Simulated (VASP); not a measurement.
# Sn (Fd-3m) in VASP: further runs, part 2 of 3

VASP 6.6.1.

**3. Single point, PBE**

This run uses another cell than the first one, of 36.23 Å³/atom.

INCAR

```
SYSTEM = Sn
PREC     = Accurate       ! precision mode
ENCUT    = 500            ! plane-wave cutoff, eV
EDIFF    = 1E-6           ! SCF threshold, eV
ISMEAR   = -1             ! smearing method
SIGMA    = 0.02           ! smearing width, eV
LREAL    = .FALSE.        ! projectors in reciprocal space
LASPH    = .TRUE.         ! aspherical terms in the spheres
NELM     = 120            ! most SCF steps
ALGO     = Normal         ! electronic algorithm
ISIF     = 2              ! what is computed and relaxed
LWAVE    = .FALSE.        ! write WAVECAR
LCHARG   = .FALSE.        ! write CHGCAR
GGA      = PE             ! functional
NBANDS   = 21             ! bands
GGA_COMPAT= .FALSE.
```

KPOINTS

```
regular mesh
0
G
  7 7 7
  0 0 0
```

POSCAR

```
Sn
1.0
    0.0000000000      3.3089536866      3.3089536866
    3.3089536866      0.0000000000      3.3089536866
    3.3089536866      3.3089536866      0.0000000000
Sn
2
Direct
    0.0000000000      0.0000000000      0.0000000000
    0.2500000000      0.2500000000      0.2500000000
```

Potentials or basis: VASP PAW PBE potentials, release 64 (Sn_d).

Run with:

```sh
cat potpaw_PBE.64/Sn_d/POTCAR > POTCAR
mpirun -np 1 vasp_std > vasp.out
```

OUTCAR:

```text
SYSTEM = Sn
   PREC = Accurate
   ENCUT = 500
   EDIFF = 1E-6
   ISMEAR = -1
   LREAL = .FALSE.
   LASPH = .TRUE.
   NELM = 120
   ISIF = 2
   GGA = PE

 ion  position               nearest neighbor table
   1  0.000  0.000  0.000-   2 2.87   2 2.87   2 2.87   2 2.87
   2  0.250  0.250  0.250-   1 2.87   1 2.87   1 2.87   1 2.87

  LATTYP: Found a face centered cubic cell.
 ALAT       =     6.6179073732

  Lattice vectors:

 A1 = (   0.0000000000,   3.3089536866,   3.3089536866)
 A2 = (   3.3089536866,   0.0000000000,   3.3089536866)
 A3 = (   3.3089536866,   3.3089536866,   0.0000000000)

Analysis of symmetry for initial positions (statically):
=====================================================================
 Subroutine PRICEL returns:
 Original cell was already a primitive cell.

 Routine SETGRP: Setting up the symmetry group for a
 face centered cubic supercell.

 Subroutine GETGRP returns: Found 48 space group operations
 (whereof 24 operations were pure point group operations)
 out of a pool of 48 trial point group operations.

The static configuration has the point symmetry T_d .
 The point group associated with its full space group is O_h .

Analysis of symmetry for dynamics (positions and initial velocities):
=====================================================================
 Subroutine PRICEL returns:
 Original cell was already a primitive cell.

 Routine SETGRP: Setting up the symmetry group for a
 face centered cubic supercell.

 Subroutine GETGRP returns: Found 48 space group operations
 (whereof 24 operations were pure point group operations)
 out of a pool of 48 trial point group operations.

The dynamic configuration has the point symmetry T_d .
 The point group associated with its full space group is O_h .

 Subroutine INISYM returns: Found 48 space group operations
 (whereof 24 operations are pure point group operations),
 and found     1 'primitive' translations

----------------------------------------------------------------------------------------

                                     Primitive cell

  volume of cell :      72.4606

  direct lattice vectors                    reciprocal lattice vectors
     0.000000000  3.308953687  3.308953687    -0.151105167  0.151105167  0.151105167
     3.308953687  0.000000000  3.308953687     0.151105167 -0.151105167  0.151105167
     3.308953687  3.308953687  0.000000000     0.151105167  0.151105167 -0.151105167

  length of vectors
     4.679567181  4.679567181  4.679567181     0.261721827  0.261721827  0.261721827

  position of ions in fractional coordinates (direct lattice)
     0.000000000  0.000000000  0.000000000
     0.250000000  0.250000000  0.250000000

  ion indices of the primitive-cell ions
   primitive index   ion index
                 1           1
                 2           2

----------------------------------------------------------------------------------------

 KPOINTS: regular mesh

Automatic generation of k-mesh.
 Grid dimensions read from file:
 generate k-points for:    7    7    7

 Generating k-lattice:

  Cartesian coordinates                     Fractional coordinates (reciprocal lattice)
    -0.021586452  0.021586452  0.021586452     0.142857143  0.000000000  0.000000000
     0.021586452 -0.021586452  0.021586452     0.000000000  0.142857143  0.000000000
     0.021586452  0.021586452 -0.021586452     0.000000000  0.000000000  0.142857143

  Length of vectors
     0.037388832  0.037388832  0.037388832

  Shift w.r.t. Gamma in fractional coordinates (k-lattice)
     0.000000000  0.000000000  0.000000000

 Subroutine IBZKPT returns following result:
 ===========================================

 Found     20 irreducible k-points:

 Following reciprocal coordinates:
            Coordinates               Weight
  0.000000  0.000000  0.000000      1.000000
  0.142857  0.000000  0.000000      8.000000
  0.285714  0.000000  0.000000      8.000000
  0.428571  0.000000  0.000000      8.000000
  0.142857  0.142857  0.000000      6.000000
  0.285714  0.142857  0.000000     24.000000
[... 12 lines left out ...]
 -0.428571  0.428571  0.142857     24.000000
 -0.285714  0.428571  0.142857     24.000000
   k-points           NKPTS =     20   k-points in BZ     NKDIM =     20   number of bands    NBANDS=     21
   number of dos      NEDOS =    301   number of ions     NIONS =      2
   total plane-waves  NPLWV =  46656
   dimension x,y,z NGX =    36 NGY =   36 NGZ =   36
   dimension x,y,z NGXF=    72 NGYF=   72 NGZF=   72
   ions per type =               2
   NGX,Y,Z   is equivalent  to a cutoff of  12.79, 12.79, 12.79 a.u.
   NGXF,Y,Z  is equivalent  to a cutoff of  25.58, 25.58, 25.58 a.u.
 SYSTEM =  Sn
   PREC   = accura    normal or accurate (medium, high low for compatibility)
   ISTART =      0    job   : 0-new  1-cont  2-samecut
   ICHARG =      2    charge: 1-file 2-atom 10-const
   ISPIN  =      1    spin polarized calculation?
   LNONCOLLINEAR =      F non collinear calculations
   LSORBIT =      F    spin-orbit coupling
   LASPH  =      T    aspherical Exc in radial PAW
   ENCUT  =  500.0 eV  36.75 Ry    6.06 a.u.   8.53  8.53  8.53*2*pi/ulx,y,z
   NELM   =    120;   NELMIN=  2; NELMDL= -5     # of ELM steps
   EDIFF  = 0.1E-05   stopping-criterion for ELM
   LREAL  =      F    real-space projection
   EDIFFG = 0.1E-04   stopping-criterion for IOM
   NSW    =      0    number of steps for IOM
   IBRION =     -1    ionic relax: 0-MD 1-quasi-New 2-CG
   NFREE  =      0    steps in history (QN), initial steepest desc. (CG)
   ISIF   =      2    stress and relaxation
   ISYM   =      2    0-nonsym 1-usesym 2-fastsym
   POTIM  = 0.5000    time-step for ionic-motion
   TEBEG  =    0.0;   TEEND  =   0.0 temperature during run
   PSTRESS=    0.0 pullay stress
   NELECT =      28.0000    total number of electrons
   NUPDOWN=      -1.0000    fix difference up-down
   EMIN   =  10.00;   EMAX   =-10.00  energy-range for DOS
   EFERMI =   0.00;   METHOD = LEGACY
   ISMEAR =    -1;   SIGMA  =   0.02  broadening in eV -4-tet -1-fermi 0-gaus
   EFERMI_NEDOS =   21; number of points for ismear=-14 and -15
   IALGO  =     38    algorithm
   IMIX   =      4    mixing-type and parameters
     AMIX     =   0.40;   BMIX     =  1.00
     AMIX_MAG =   1.60;   BMIX_MAG =  1.00
  volume/ion in A,a.u.               =      36.23       244.49
  Fermi-wavevector in a.u.,A,eV,Ry     =   1.192413  2.253334 19.345437  1.421850
  Thomas-Fermi vector in A             =   2.328452
   LORBIT       =      0    0 simple, 1 ext, 2 COOP (PROOUT), +10 PAW based schemes
   GGA     = PE    functional components
   LHFCALC =     F    Hartree Fock is set to
   AEXX    =    0.0000 exact exchange contribution
   IVDW    =     0    specifies the selected vdW correction
   LEPSILON=     F    determine dielectric tensor
   LRPA    =     F    only Hartree local field effects (RPA)
 non-spin polarized calculation
  energy-cutoff  :      500.00
  volume of cell :       72.46
 maximum number of plane-waves:      1865
 NGX is ok and might be reduce to    36
   NGX = 17   NGY = 17   NGZ = 17

 number of electron      27.9999995 magnetization

 Free energy of the ion-electron system (eV)
  ---------------------------------------------------
  ext. energy  EPLUGINS =         0.00000000
  ---------------------------------------------------
  free energy    TOTEN  =        -7.67409966 eV

  energy without entropy =       -7.67354948  energy(sigma->0) =       -7.67382457

 E-fermi :   4.9371     XC(G=0):  -8.6171

 val. band max:        4.8079398332   @ k =   0.1429   0.0000   0.0000
 cond. band min:       4.9587109373   @ k =   0.4286   0.0000   0.0000
 fundamental gap:      0.1507711041
 Fermi energy:         4.9370713589

 k-point     1 :       0.0000    0.0000    0.0000
  band No.  band energies     occupation
      1     -16.5341      2.00000
      2     -16.5341      2.00000
      3     -16.5341      2.00000
      4     -16.4824      2.00000
      5     -16.4824      2.00000
      6     -16.2183      2.00000
[... 13 lines left out ...]
     20      12.8622      0.00000
     21      12.8622      0.00000
[... 433 lines left out ...]
 k-point    20 :      -0.2857    0.4286    0.1429
  band No.  band energies     occupation
      1     -16.5964      2.00000
      2     -16.5857      2.00000
      3     -16.4414      2.00000
      4     -16.3839      2.00000
      5     -16.3696      2.00000
      6     -16.3425      2.00000
[... 13 lines left out ...]
     20      13.5345      0.00000
     21      15.1401      0.00000

------------------------ aborting loop because EDIFF is reached ----------------------------------------

  FORCE on cell =-STRESS in cart. coord.  units (eV):
  Direction    XX          YY          ZZ          XY          YZ          ZX
  --------------------------------------------------------------------------------------
  -------------------------------------------------------------------------------------
  Total        0.2569462      0.2569462      0.2569462     -0.0000000     -0.0000000      0.0000000
  in kB        5.6813398      5.6813398      5.6813398     -0.0000000     -0.0000000      0.0000000
  external PRESSURE =       5.6813398 kB  Pullay stress =       0.0000000 kB

 VOLUME and BASIS-vectors are now :
 -----------------------------------------------------------------------------
  energy-cutoff  :      500.00
  volume of cell :       72.46
      direct lattice vectors                 reciprocal lattice vectors
     0.000000000  3.308953687  3.308953687    -0.151105167  0.151105167  0.151105167
     3.308953687  0.000000000  3.308953687     0.151105167 -0.151105167  0.151105167
     3.308953687  3.308953687  0.000000000     0.151105167  0.151105167 -0.151105167

 POSITION                                       TOTAL-FORCE (eV/Angst)
 -----------------------------------------------------------------------------------
      0.00000      0.00000      0.00000        -0.000000     -0.000000     -0.000000
      1.65448      1.65448      1.65448         0.000000      0.000000      0.000000
 -----------------------------------------------------------------------------------
    total drift:                                0.000000      0.000000      0.000000

  FREE ENERGIE OF THE ION-ELECTRON SYSTEM (eV)
  ---------------------------------------------------
  free  energy   TOTEN  =        -7.6740996611 eV

  energy  without entropy=       -7.6735494834  energy(sigma->0) =       -7.67382457
```

It took 40 s on 1 thread of Intel Xeon 8259CL, shared host; peak memory 0.2 GiB.

What came out:

| Quantity | Value |
| --- | --- |
| Free energy | -7.6741 eV |
| Pressure | 0.6 GPa |
| Band gap on the k mesh | zero (bands 14 and 15 overlap by 0.17 eV) |

Caveat: spin-orbit coupling is left out, which moves the levels of the heavy elements.

**4. Single point, PBE**

INCAR

```
  PREC = Accurate
  ENCUT = 500
  EDIFF = 1E-6
  ISMEAR = -1
  SIGMA = 0.02
  LREAL = F
  LASPH = T
  NELM = 120
  ALGO = Normal
  ISIF = 2
  LWAVE = F
  LCHARG = F
  GGA = PE
  NBANDS = 21
  GGA_COMPAT = F
```

KPOINTS

```
regular mesh
0
Gamma
  7 7 7
```

POSCAR

```
Sn
1.0
    0.0000000000      3.3256658574      3.3256658574
    3.3256658574      0.0000000000      3.3256658574
    3.3256658574      3.3256658574      0.0000000000
Sn
2
Direct
    0.0000000000      0.0000000000      0.0000000000
    0.2500000000      0.2500000000      0.2500000000
```

Run with:

```sh
cat potpaw_PBE.64/Sn_d/POTCAR > POTCAR
mpirun -np 1 vasp_std > vasp.out
```

It took 45 s on 1 thread of Intel Xeon 8259CL, shared host; peak memory 0.2 GiB.

The run converged. Its results:

```yaml
Free_energy: -7.6763 eV
Pressure: 0.0 GPa
Band_gap_on_the_k_mesh: zero (bands 14 and 15 overlap by 0.20 eV)
```

Levels at points of the mesh, in eV from the Fermi level:
| k point | band 11 | band 12 | band 13 | band 14 | band 15 | band 16 | band 17 | band 18 |
| --- | --- | --- | --- | --- | --- | --- | --- | --- |
| (0.00, 0.00, 0.00) | -10.00 | -1.01 | 0.22 | 0.22 | 0.22 | 2.28 | 2.28 | 2.28 |

Caveat: spin-orbit coupling is left out, which moves the levels of the heavy elements.

(Part 2 of 3 ends here.)
